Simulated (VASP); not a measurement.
## K: relaxation of cell and atoms with PBE

Crystal: K.

```
K
1.0
     0.00000    3.24530    3.24530
     3.24530    0.00000    3.24530
     3.24530    3.24530    0.00000
K
1
Direct
  0.00000 0.00000 0.00000
```

This isn't the form of K at room conditions, which is bcc.

```json
{"Program": "VASP 6.6.1", "Task": "relaxation of cell and atoms", "Functional": "PBE", "Potentials or basis": "VASP PAW PBE potentials, release 64 (K_sv)", "Cutoff": "600 eV", "k mesh": "10 × 10 × 10", "Occupations": "fermi-dirac, width 0.05 eV", "Spin": "no spin polarisation", "Target pressure": "0.33 GPa", "Dipole correction": "no", "Further INCAR settings": "ALGO = Normal; EDIFF = 1e-07; IBRION = 2; EDIFFG = -0.005; NSW = 32; ISIF = 3"}
```

```
Pressure after relaxing : 0.3 GPa
Band gap on the k mesh  : zero (an odd number of electrons rules out a gap without spin polarisation)
```

Final structure:
```
K
1.0
     0.00000    3.24530    3.24530
     3.24530    0.00000    3.24530
     3.24530    3.24530    0.00000
K
1
Direct
  0.00000 0.00000 0.00000
```

Levels at points of the mesh, in eV from the Fermi level:
```tsv
k point	band 3	band 4	band 5	band 6	band 7	band 8
(0.00, 0.00, 0.00)	-15.50	-15.50	-2.23	4.31	4.31	4.31
(0.50, 0.00, 0.00)	-15.51	-15.51	0.36	0.61	4.09	4.09
(0.50, 0.50, 0.00)	-15.53	-15.53	0.92	1.50	2.35	5.22
```

Wall time 51 s on 1 thread of Intel Xeon 8259CL, with other jobs on the host, peak memory 0.24 GiB.

Caveat: the cell is relaxed towards a set pressure, so the run minimises the enthalpy, not the energy.
